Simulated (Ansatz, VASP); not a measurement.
## One calculation of ScIn3As2, two programs

```
CELL_PARAMETERS angstrom
5.75489 0.00000 0.00000
-2.87744 4.98388 0.00000
0.00000 0.00000 5.19119
ATOMIC_POSITIONS crystal
Sc 0.00000 0.00000 0.00000
In 0.50000 0.00000 0.50000
In 0.00000 0.50000 0.50000
In 0.50000 0.50000 0.50000
As 0.33333 0.66667 0.00000
As 0.66667 0.33333 0.00000
```

Change from the starting cell: species swapped into the LaAl2Pt3 type (P6/mmm, No. 191).

Alike in both runs: functional PBE; k mesh 6 × 6 × 8; occupations gaussian, width 0.1 eV; no spin polarisation.

Ansatz relaxed the structure, and its values are those at the end. VASP's run is a single point on that final structure, the one shown.

|  | VASP | Ansatz |
| --- | --- | --- |
| version | VASP 6.6.1 | Ansatz 0.2.0 |
| potentials or method | VASP PAW PBE potentials, release 64 (Sc_sv, In_d, As), cutoff 520 eV | scalar-relativistic, plane waves, PAW |
| valence electrons in the cell | 60 | 80 |

|  | VASP | Ansatz | Ansatz less VASP |
| --- | --- | --- | --- |
| gap on the k mesh at the Fermi level (eV) | none | none | - |
| pressure (GPa) | 0.1 | 0.0 | -0.03 |

A gap of «none» marks a metal or a gap that the smearing closes. With one functional, cell and mesh, what is left measures potentials, basis and numerics. VASP's potentials hold 60 valence electrons a cell and Ansatz's 80, so a difference there can come from the potentials and not from the codes.
